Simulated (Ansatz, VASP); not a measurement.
# Cu in VASP and in Ansatz

File INCAR:

```
SYSTEM = Cu
  PREC = Accurate
  ENCUT = 520
  EDIFF = 1E-7
  ISMEAR = 1
  SIGMA = 0.1
  LREAL = .FALSE.
  LASPH = .TRUE.
  NELM = 100
  ALGO = Normal
  ISIF = 2
  LWAVE = .FALSE.
  LCHARG = .TRUE.
  LDIPOL = .TRUE.
  IDIPOL = 3
  DIPOL = 0.5 0.5 0.500
  GGA = PS
  LELF = .TRUE.
  LVHAR = .TRUE.
  LVACPOTAV = .TRUE.
  NBANDS = 78
```

KPOINTS

```
Automatic mesh
0
G
  15 15 1
  0 0 0
```

Contents of POSCAR:

```
Cu
1.0
    2.5195283580      0.0000000000      0.0000000000
    1.2597641790      2.1819755640      0.0000000000
    0.0000000000      0.0000000000     38.6290491910
Cu
12
Direct
    0.3333333333      0.3333333333      0.2070980303
    0.6666666667      0.6666666667      0.2603529339
    0.0000000000      0.0000000000      0.3136078375
    0.3333333333      0.3333333333      0.3668627410
    0.6666666667      0.6666666667      0.4201176446
    0.0000000000      0.0000000000      0.4733725482
    0.3333333333      0.3333333333      0.5266274518
    0.6666666667      0.6666666667      0.5798823554
    0.0000000000      0.0000000000      0.6331372590
    0.3333333333      0.3333333333      0.6863921625
    0.6666666667      0.6666666667      0.7396470661
    0.0000000000      0.0000000000      0.7929019697
```

Input for Ansatz:

```yaml
crystal:
  lattice:
    - [2.519528358, 0.0, 0.0]
    - [1.259764179, 2.181975564, 0.0]
    - [0.0, 0.0, 38.629049191]
  atoms:
    - { symbol: Cu, position: [0.3333333333, 0.3333333333, 0.2070980303] }
    - { symbol: Cu, position: [0.6666666667, 0.6666666667, 0.2603529339] }
    - { symbol: Cu, position: [0.0, 0.0, 0.3136078375] }
    - { symbol: Cu, position: [0.3333333333, 0.3333333333, 0.366862741] }
    - { symbol: Cu, position: [0.6666666667, 0.6666666667, 0.4201176446] }
    - { symbol: Cu, position: [0.0, 0.0, 0.4733725482] }
    - { symbol: Cu, position: [0.3333333333, 0.3333333333, 0.5266274518] }
    - { symbol: Cu, position: [0.6666666667, 0.6666666667, 0.5798823554] }
    - { symbol: Cu, position: [0.0, 0.0, 0.633137259] }
    - { symbol: Cu, position: [0.3333333333, 0.3333333333, 0.6863921625] }
    - { symbol: Cu, position: [0.6666666667, 0.6666666667, 0.7396470661] }
    - { symbol: Cu, position: [0.0, 0.0, 0.7929019697] }
kpoints:
  mp_grid: { grid: [15, 15, 1] }
scf:
  occupations: { method: cold, width: 0.1 }
hamiltonian:
  xc: pbesol
  pseudopotentials: { kind: paw, azcp: { folder: soft_1 } }
output:
  forces: true
  stress: false
  populations: false
efield:
  axis: 3
  dipole_correction: true
```

Alike in both runs: task single point; functional PBEsol; k mesh 15 × 15 × 1; no spin polarisation.

|  | VASP | Ansatz |
| --- | --- | --- |
| version | VASP 6.6.1 | Ansatz 0.2.0 |
| potentials or method | VASP PAW PBE potentials, release 64 (Cu) | plane-wave PAW, scalar-relativistic |
| plane-wave cutoff (eV) | 520 | 420 |
| occupations | methfessel-paxton of order 1, width 0.1 eV | cold, width 0.1 eV |
| valence electrons in the cell | 132 | 228 |

VASP gave:

* rms of the force components (eV/Å): 0.028
* work function, face that differs most (eV): 4.90

Estimate Ansatz's values.

rms of the force components (eV/Å): 0.031; work function, face that differs most (eV): 4.93.

VASP's potentials were made for PBE, not for PBEsol, and Ansatz warns of the same on its side. Atom by atom the forces differ by 0.005 eV/Å (rms over components). VASP's potentials hold 132 valence electrons a cell and Ansatz's 228, so a difference there can come from the potentials and not from the codes.
